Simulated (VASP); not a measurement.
# Ge: single point with PBEsol

The system is Ge.

```
Ge
1.0
     1.41553   -2.63474    0.00000
     1.41553    2.63474    0.00000
     0.00000    0.00000    2.73374
Ge
1
Direct
  0.50000 0.50000 0.00000
```

* Program: VASP 6.6.1
* Task: single point
* Functional: PBEsol
* Potentials or basis: VASP PAW PBE potentials, release 64 (Ge_d)
* Cutoff: 520 eV
* k mesh: 12 × 12 × 11
* Occupations: fermi-dirac, width 0.1 eV
* Spin: no spin polarisation
* Dipole correction: no
* Further INCAR settings: ALGO = Normal; EDIFF = 1e-06; NBANDS = 13

```json
{
  "Pressure": "-6.3 GPa",
  "Band gap on the k mesh": "zero (band 7 reaches 12.11 eV, above the bottom of band 8 at 2.63 eV)"
}
```

Stress tensor (GPa, compression positive):
```
-5.64  0.00  0.00
 0.00 -8.34  0.00
 0.00  0.00 -4.99
```

Levels at points of the mesh, in eV from the Fermi level:
```tsv
k point	band 5	band 6	band 7	band 8	band 9	band 10
(0.00, 0.00, 0.00)	-24.45	-12.58	6.42	6.84	8.28	10.00
(0.50, 0.00, 0.00)	-24.47	-7.76	-5.09	3.32	7.33	10.07
(0.50, 0.50, 0.00)	-24.45	-8.58	-5.29	5.03	8.96	9.45
```

Run time: 17 s on 1 thread of Intel Xeon 6975P-C, on a shared host, peak memory 0.18 GiB.

Caveat: the PAW data sets were made with another functional, which shifts forces and pressure a little.
